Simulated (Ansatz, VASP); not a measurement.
## Two plane-wave programs on MgSi4O8

```xyz
13
Lattice="5.3079 0.0000 0.0000 -2.6540 4.5968 0.0000 0.0000 0.0000 8.6382" Properties=species:S:1:pos:R:3 pbc="T T T"
Mg    0.0000    0.0000    0.0000
Si    0.0000    3.0645    5.9331
Si    2.6540    1.5323    1.6344
Si    2.6540    1.5323    7.0039
Si    0.0000    3.0645    2.7052
O    -1.3306    2.2963    6.4559
O     1.3306    2.2963    6.4559
O     0.0000    4.6009    6.4559
O     0.0000    3.0645    4.3191
O     2.6540    1.5323    0.0000
O     0.0000    4.6009    2.1823
O     1.3306    2.2963    2.1823
O    -1.3306    2.2963    2.1823
```

Alike in both runs: functional PBE; k mesh 6 × 6 × 2; occupations gaussian, width 0.1 eV; no spin polarisation.

Ansatz relaxed the structure, and its values are those at the end. VASP's run is a single point on that final structure, the one shown.

|  | VASP | Ansatz |
| --- | --- | --- |
| version | VASP 6.6.1 | Ansatz 0.2.0 |
| potentials or method | VASP PAW PBE potentials, release 64 (Mg, Si, O), cutoff 520 eV | scalar-relativistic, plane waves, PAW |
| valence electrons in the cell | 66 | 74 |

|  | VASP | Ansatz | Ansatz less VASP |
| --- | --- | --- | --- |
| gap on the k mesh at the Fermi level (eV) | 1.40 | 1.40 | -0.003 |
| least direct gap on the mesh (eV) | 2.21 | 2.21 | -0.001 |
| pressure (GPa) | 0.2 | 0.2 | -0.01 |

With one functional, cell and mesh, what is left measures potentials, basis and numerics. VASP's potentials hold 66 valence electrons a cell and Ansatz's 74, so a difference there can come from the potentials and not from the codes.
